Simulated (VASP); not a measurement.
Set up this calculation in VASP 6.6.1, as the native input.

| Quantity | Value |
| --- | --- |
| Task | single point |
| Functional | PBEsol |
| Potentials or basis | VASP PAW PBE potentials, release 64 (Ni, Ge_d) |
| Cutoff | 520 eV |
| k mesh | 12 × 12 × 8 |
| Occupations | gaussian, width 0.1 eV |
| Spin | no spin polarisation |
| Dipole correction | no |
| Further INCAR settings | ALGO = Fast; EDIFF = 1e-07; NBANDS = 43 |

The structure of Ni2Ge lies in POSCAR:

```
Ni2Ge
1.0
    4.0116824688      0.0000000000      0.0000000000
   -2.0058412344      3.4742189299      0.0000000000
    0.0000000000      0.0000000000      4.9810497557
Ni Ge
4 2
Direct
    0.6666666667      0.3333333333      0.2500000000
    0.3333333333      0.6666666667      0.7500000000
    0.0000000000      0.0000000000      0.0000000000
    0.0000000000      0.0000000000      0.5000000000
    0.6666666667      0.3333333333      0.7500000000
    0.3333333333      0.6666666667      0.2500000000
```

This cell differs from its parent crystal: biaxial strain in the a-b plane: +1.0 %, then relaxed in part.

The input as run:

INCAR

```
SYSTEM = Ni2Ge
PREC = Accurate ; ENCUT = 520
EDIFF = 1E-7 ; ISMEAR = 0
SIGMA = 0.1 ; LREAL = .False.
LASPH = .True. ; NELM = 100
ALGO = Fast ; ISIF = 2
LWAVE = .False. ; LCHARG = .False.
GGA = PS ; NBANDS = 43
```

KPOINTS

```
Automatic mesh
0
Gamma
  12 12 8
  0 0 0
```

Potentials or basis: VASP PAW PBE potentials, release 64 (Ni, Ge_d).

The run is started by

```console
$ cat potpaw_PBE.64/Ni/POTCAR potpaw_PBE.64/Ge_d/POTCAR > POTCAR
$ mpirun -np 1 vasp_std > vasp.out
```

Results of the run:

- Pressure: -2.8 GPa
- Band gap on the k mesh: zero (band 34 reaches 12.16 eV, above the bottom of band 35 at 9.58 eV)

Caveat: the cell differs from its parent crystal (biaxial strain in the a-b plane: +1.0 %, then relaxed in part); the PAW data sets were made with another functional, which shifts forces and pressure a little.

It took 5.8 min on 1 thread of Intel Xeon 6975P-C (shared host), peak memory 0.35 GiB.
